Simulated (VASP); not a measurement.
Here is a VASP 6.6.1 calculation.

INCAR

```
SYSTEM = MgO
  PREC = Accurate
  ENCUT = 600
  EDIFF = 1E-6
  ISMEAR = 0
  SIGMA = 0.1
  LREAL = .False.
  LASPH = .True.
  NELM = 200
  ALGO = Normal
  ISIF = 2
  LWAVE = .False.
  LCHARG = .False.
  ISPIN = 2
  MAGMOM = -3 0
  LORBIT = 11
  NBANDS = 15
  GGA_COMPAT = .False.
```

Contents of KPOINTS:

```
Automatic mesh
0
Gamma
  4 4 3
  0 0 0
```

File POSCAR:

```
MgO
1.0
    2.9380209034      0.0000000000      0.0000000000
   -1.4690104517      2.5444007392      0.0000000000
    0.0000000000      0.0000000000      2.6796800000
Mg O
1 1
Direct
    0.0000000000      0.0000000000      0.0000000000
    0.3333333333      0.6666666667      0.5000000000
```

Potentials or basis: VASP PAW LDA potentials, release 64 (Mg, O).

The run is started by

```bash
$ cat potpaw_LDA.64/Mg/POTCAR potpaw_LDA.64/O/POTCAR > POTCAR
$ mpirun -np 1 vasp_std > vasp.out
```

Problem. Estimate the pressure.

Solution. -11.1 GPa.

Problem. Estimate the net moment.

Solution. 0.00 μB per cell.

Stress tensor (GPa, compression positive):
```
-10.60   0.00   0.00
  0.00 -10.60   0.00
  0.00   0.00 -12.00
```

Caveat: the k points lie up to 0.78 Å⁻¹ apart.
